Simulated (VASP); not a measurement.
# H3C2N in VASP: further runs, part 3 of 3

VASP 6.6.1.

### Step 6. Single point, PBE

The input, INCAR:

```
PREC = Accurate ; ENCUT = 520
EDIFF = 1E-6 ; ISMEAR = -1
SIGMA = 0.05 ; LREAL = Auto
LASPH = T ; NELM = 120
ALGO = Normal ; ISIF = 2
LWAVE = F ; LCHARG = T
GGA = PE ; LELF = T
LVHAR = T ; NBANDS = 72
GGA_COMPAT = F
```

The input, KPOINTS:

```
regular mesh
0
Gamma
  1 1 1
```

The input, POSCAR:

```
H3C2N
1.0
    8.0517480000      0.0000000000      0.0000000000
    0.0000000000      8.0517480000      0.0000000000
    0.0000000000      0.0000000000      8.0517480000
C N H
12 6 18
Direct
    0.8440030662      0.8083710519      0.9434224717
    0.7614495635      0.9652562400      0.9333128657
    0.0772999850      0.2728475854      0.8641850192
    0.2485298844      0.2326202956      0.8971716452
    0.3479865490      0.6642408580      0.5119136863
    0.3235446514      0.6121652093      0.6901606955
    0.1232403200      1.0563793104      0.3480859063
    0.0361163812      0.9803337114      0.4811129211
    0.5749186388      0.1747943428      0.4939672727
    0.7288106881      0.2804235801      0.4979788240
    0.6426554830      0.4057379839      0.1659763818
    0.8164438331      0.4891236040      0.2297761927
    0.6804981974      1.0794426254      0.9231908401
    0.3779800361      0.1676281970      0.8994941223
    0.3510293665      0.5781104923      0.8232746479
   -0.0491818671      0.9576057274      0.5994971527
    0.8188284084      0.3895551624      0.5277363375
    0.9241968328      0.5907661293      0.2263732049
    0.8671036401      0.7565437965      0.8274103959
    0.9607106432      0.8314840455      0.9913747922
    0.7730619488      0.7142424229      1.0296894538
   -0.0062098317      0.2145621050      0.9466143252
    0.0562113966      0.3989692673      0.8381285654
    0.0596516433      0.2149098556      0.7431057206
    0.4914460810      0.6347689967      0.4566089252
    0.2582917399      0.6059305383      0.4418667847
    0.3399510268      0.7970443188      0.4548204936
    0.0295712186      1.1138947717      0.2652343317
    0.1885677495      1.1671378687      0.4040737490
    0.2148104983      0.9904184781      0.2735430865
    0.4758966624      0.2340237176      0.4400907728
    0.6214799569      0.0702828752      0.4225666278
    0.5484895951      0.1565250179      0.6202628299
    0.7132985285      0.3600212028      0.0643462761
    0.6221257794      0.3213960497      0.2805974554
    0.5805323266      0.5089205474      0.1395721774
```

Potentials or basis: VASP PAW PBE potentials, release 64 (C, N, H).

Run with:

```
cat potpaw_PBE.64/C/POTCAR potpaw_PBE.64/N/POTCAR potpaw_PBE.64/H/POTCAR > POTCAR
mpirun -np 1 vasp_gam > vasp.out
```

OUTCAR:

```text
PREC = Accurate
   ENCUT = 520
   EDIFF = 1E-6
   ISMEAR = -1
   LREAL = Auto
   LASPH = T
   NELM = 120
   ISIF = 2
   GGA = PE

 ion  position               nearest neighbor table
   1  0.844  0.808  0.943-  20 1.03  19 1.04  21 1.18   2 1.43
   2  0.761  0.965  0.933-  13 1.13   1 1.43
   3  0.077  0.273  0.864-  23 1.05  22 1.05  24 1.09   4 1.44
   4  0.249  0.233  0.897-  14 1.17   3 1.44
   5  0.348  0.664  0.512-  26 1.03  27 1.17  25 1.26   6 1.51
   6  0.324  0.612  0.690-  15 1.13   5 1.51
[... 335 lines left out ...]
  Total        3.0464540     11.5804518      9.5022649     -8.8651903      0.1653910      7.1785888
  in kB        9.3504968     35.5439396     29.1653502    -27.2099738      0.5076353     22.0332791
  external PRESSURE =      24.6865955 kB  Pullay stress =       0.0000000 kB

 VOLUME and BASIS-vectors are now :
 -----------------------------------------------------------------------------
  energy-cutoff  :      520.00
  volume of cell :      522.00
      direct lattice vectors                 reciprocal lattice vectors
     8.051748000  0.000000000  0.000000000     0.124196634  0.000000000  0.000000000
     0.000000000  8.051748000  0.000000000     0.000000000  0.124196634  0.000000000
     0.000000000  0.000000000  8.051748000     0.000000000  0.000000000  0.124196634

 POSITION                                       TOTAL-FORCE (eV/Angst)
 -----------------------------------------------------------------------------------
      6.79570      6.50880      7.59620        -2.497075     -0.921665      2.005734
      6.13100      7.77200      7.51480         1.570255     -3.956677     -0.029636
      0.62240      2.19690      6.95820         1.159419     -0.697426     -1.262664
      2.00110      1.87300      7.22380         0.100071     -0.546675     -0.025285
      2.80190      5.34830      4.12180         3.592682      1.261436     -0.429479
      2.60510      4.92900      5.55700         0.851393      2.947879     -6.328817
[... 28 lines left out ...]
      5.00920      2.58780      2.25930        -0.668742      1.046369     -2.568688
      4.67430      4.09770      1.12380        -3.092408      3.161399     -0.813026
 -----------------------------------------------------------------------------------
    total drift:                               -0.005103      0.011381      0.001208

  FREE ENERGIE OF THE ION-ELECTRON SYSTEM (eV)
  ---------------------------------------------------
  free  energy   TOTEN  =      -216.0153292211 eV

  energy  without entropy=     -216.0153292210  energy(sigma->0) =     -216.01532922
```

OSZICAR:

```text
N       E                     dE             d eps       ncg     rms          rms(c)
DAV:   1     0.743150955710E+03    0.74315E+03   -0.46748E+04   144   0.117E+03
DAV:   2    -0.139044216054E+03   -0.88220E+03   -0.84187E+03   208   0.267E+02
DAV:   3    -0.237163463941E+03   -0.98119E+02   -0.97319E+02   184   0.985E+01
DAV:   4    -0.239663677115E+03   -0.25002E+01   -0.24916E+01   176   0.187E+01
DAV:   5    -0.239738103158E+03   -0.74426E-01   -0.74331E-01   200   0.295E+00    0.273E+01
DAV:   6    -0.220127223717E+03    0.19611E+02   -0.36208E+01   176   0.191E+01    0.147E+01
DAV:   7    -0.216690172748E+03    0.34371E+01   -0.68575E+00   176   0.933E+00    0.755E+00
DAV:   8    -0.216062228851E+03    0.62794E+00   -0.17902E+00   184   0.496E+00    0.294E+00
DAV:   9    -0.216019156714E+03    0.43072E-01   -0.24542E-01   176   0.186E+00    0.855E-01
DAV:  10    -0.216016548832E+03    0.26079E-02   -0.37072E-02   176   0.824E-01    0.323E-01
DAV:  11    -0.216016476414E+03    0.72418E-04   -0.91087E-03   152   0.418E-01    0.174E-01
DAV:  12    -0.216015913980E+03    0.56243E-03   -0.21312E-03   184   0.255E-01    0.759E-02
DAV:  13    -0.216015453641E+03    0.46034E-03   -0.16043E-03   176   0.184E-01    0.443E-02
DAV:  14    -0.216015379650E+03    0.73991E-04   -0.34365E-04   176   0.739E-02    0.263E-02
DAV:  15    -0.216015335931E+03    0.43719E-04   -0.68316E-05   160   0.355E-02    0.122E-02
DAV:  16    -0.216015329884E+03    0.60468E-05   -0.18690E-05   184   0.179E-02    0.581E-03
DAV:  17    -0.216015329221E+03    0.66316E-06   -0.62493E-06   184   0.104E-02
   1 F= -.21601533E+03 E0= -.21601533E+03  d E =-.299573E-10
```

It took 51 s on 1 thread of AMD EPYC 9R14 (Zen 4), shared host; peak memory 0.43 GiB.

What came out:

| Item | Value |
| --- | --- |
| Free energy | -216.0153 eV |
| Pressure | 2.5 GPa |
| Largest force | 8.011 eV/Å |
| Band gap on the k mesh | 4.85 eV |

Forces on the atoms (eV/Å):
```
C   -2.497 -0.922  2.006
C    1.570 -3.957 -0.030
C    1.159 -0.697 -1.263
C    0.100 -0.547 -0.025
C    3.593  1.261 -0.429
C    0.851  2.948 -6.329
C    0.509  1.995 -0.523
C   -1.901 -0.521  2.643
C    4.205 -0.293 -0.111
C   -2.004  0.323  1.118
C    6.380 -2.270  4.280
C   -0.413  2.222 -1.083
N   -1.474  4.107 -0.176
N   -0.567  0.312  0.275
N    0.331 -1.304  4.814
N    1.519 -0.113 -2.078
N    0.797 -0.219  0.204
N   -1.223 -2.085  0.481
H   -0.055 -0.817 -2.036
H    2.269  0.042  1.320
H    1.071  1.543 -1.310
H   -0.944 -0.286  0.992
H   -0.340  1.671  0.331
H   -0.449 -0.341 -0.269
H   -2.930 -0.056  1.552
H   -1.544 -1.628 -1.677
H   -0.211 -1.059  2.051
H    0.218 -0.243 -0.061
H   -0.246 -0.595 -0.332
H   -0.088 -0.531  0.045
H   -1.931  1.316 -1.387
H   -0.768 -0.925  0.101
H   -0.385 -0.981  1.736
H   -0.841 -1.557 -1.449
H   -0.669  1.046 -2.569
H   -3.092  3.161 -0.813
```

Stress tensor (GPa, compression positive):
```
 0.94 -2.72  2.20
-2.72  3.55  0.05
 2.20  0.05  2.92
```

Caveat: the k points lie up to 0.78 Å⁻¹ apart; the atoms stand as in a frame of molecular dynamics.

### Step 7. Single point, PBE

The input, INCAR:

```
PREC = Accurate
ENCUT = 520
EDIFF = 1E-6
ISMEAR = -1
SIGMA = 0.05
LREAL = Auto
LASPH = T
NELM = 120
ALGO = Normal
ISIF = 2
LWAVE = F
LCHARG = T
GGA = PE
LELF = T
LVHAR = T
NBANDS = 72
GGA_COMPAT = F
```

KPOINTS is that of step 6.

The input, POSCAR:

```
H3C2N
1.0
    8.0517480000      0.0000000000      0.0000000000
    0.0000000000      8.0517480000      0.0000000000
    0.0000000000      0.0000000000      8.0517480000
C N H
12 6 18
Direct
    0.8621854534      0.7533767823      0.9418824335
    0.7819295885      0.9058405703      0.8978050480
    0.0525475959      0.2334648327      0.8522621423
    0.2325457776      0.2042041057      0.8581987414
    0.3478747720      0.6842861947      0.5191791894
    0.3503338654      0.6318379562      0.6798151159
    0.1295122500      1.1154223903      0.3780918131
   -0.0203806677      1.0472881168      0.4696247324
    0.5253393425      0.2100413475      0.5415345835
    0.6465676770      0.3144037792      0.6003913684
    0.6699663228      0.3861024960      0.1394604004
    0.8059492175      0.5057411136      0.2124756016
    0.7488684445      1.0289566936      0.8384514766
    0.3683672167      0.2379234919      0.8847023032
    0.3134102061      0.6011862269      0.8120596919
   -0.1197752339      0.9494832675      0.5126837055
    0.7743411741      0.3864378269      0.5884684916
    0.9010962588      0.5546124891      0.3210855581
    0.8507345237      0.6583166786      0.8463131236
    0.9863199892      0.7750987736      0.9362935849
    0.8038751337      0.7358774765      1.0752571988
    0.0434564023      0.3001460056      0.9694913452
    0.0518272554      0.3188127597      0.7411061548
   -0.0303536574      0.1340702665      0.8389731025
    0.4725060943      0.7558855543      0.4601112702
    0.2980222431      0.5810291132      0.4360792216
    0.2401341920      0.7782906271      0.5050828714
    0.1580650562      1.0483065292      0.2536343661
    0.1082373666      1.2484618247      0.3589655315
    0.2277517876      1.1137954144      0.4677369436
    0.4359922839      0.2955258908      0.4706679841
    0.5735648955      0.1303071085      0.4531562587
    0.4674388717      0.1688453240      0.6444687539
    0.7108642744      0.2763499305      0.0592542141
    0.5737015118      0.3585929416      0.2357624705
    0.6083151137      0.4598380377      0.0430962320
```

Run with:

```
cat potpaw_PBE.64/C/POTCAR potpaw_PBE.64/N/POTCAR potpaw_PBE.64/H/POTCAR > POTCAR
mpirun -np 1 vasp_gam > vasp.out
```

It took 61 s on 1 thread of AMD EPYC 9R14 (Zen 4), shared host; peak memory 0.43 GiB.

It converged, with:

* Free energy: -216.3887 eV
* Pressure: 1.5 GPa
* Largest force: 6.107 eV/Å
* Band gap on the k mesh: 5.02 eV

Forces on the atoms (eV/Å):
```
C   -3.880  0.006  1.959
C    1.404 -3.221  0.008
C    2.689  1.716 -0.992
C   -2.563 -0.307  0.240
C    0.348  2.613 -5.509
C    0.519  0.532 -0.771
C   -1.719 -0.108 -0.294
C    0.824 -1.319 -1.541
C   -2.492  2.648 -2.205
C    5.173  2.592 -0.867
C    0.884  1.559 -0.634
C    1.638 -1.521  3.956
N   -1.962  3.779 -1.084
N    2.704 -0.169  0.399
N   -0.627 -1.105  4.307
N    0.372  0.960 -0.063
N   -1.620 -0.396  1.361
N   -2.933 -1.141 -4.313
H   -0.944 -0.511  0.108
H    3.413  0.639  0.784
H    1.489 -0.787 -1.863
H   -0.883  0.416  0.088
H   -0.929 -0.243  0.866
H   -0.777 -1.119 -0.193
H   -2.391 -1.836  1.347
H    0.910  0.743  0.354
H    1.164 -0.744  0.270
H   -0.436  0.677  1.733
H   -0.108  0.102 -0.437
H    0.961 -0.421  0.231
H    0.397 -0.817  0.636
H    0.867 -1.920 -1.155
H   -2.066 -2.181  2.406
H    0.144  0.780  1.319
H    0.848 -0.029 -0.435
H   -0.415  0.133 -0.020
```

Stress tensor (GPa, compression positive):
```
 0.97 -0.57  0.17
-0.57  2.15 -2.52
 0.17 -2.52  1.48
```

Levels at points of the mesh, in eV from the valence-band top:
| k point | band 46 | band 47 | band 48 | band 49 | band 50 | band 51 |
| --- | --- | --- | --- | --- | --- | --- |
| (0.00, 0.00, 0.00) | -0.33 | -0.28 | 0.00 | 5.02 | 5.40 | 5.92 |

Caveat: the k points lie up to 0.78 Å⁻¹ apart; the atoms stand as in a frame of molecular dynamics.

### Step 8. The runs side by side

| cell | gap on the mesh (eV) | pressure (GPa) | largest force (eV/Å) |
| --- | --- | --- | --- |
| as given, atomic positions A | 5.48 | 3.7 | 8.76 |
| as given, atomic positions B | 5.15 | 2.3 | 6.50 |
| as given, atomic positions C | 5.10 | 1.9 | 8.03 |
| as given, atomic positions D | 5.38 | 0.5 | 9.09 |
| as given, atomic positions E | 4.85 | 2.5 | 8.01 |
| as given, atomic positions F | 5.02 | 1.5 | 6.11 |

Alike in all rows: task single point; level PBE; potentials or basis VASP PAW PBE potentials, release 64 (C, N, H); no spin polarisation; k mesh 1 × 1 × 1; cutoff (eV) 520; smearing fermi-dirac 0.05 eV.

Caveats: all runs use coarse meshes; the atoms stand as in a frame of molecular dynamics (at least some runs).

Total energies depend on the potentials used, so only differences within one code and one set of settings carry meaning.
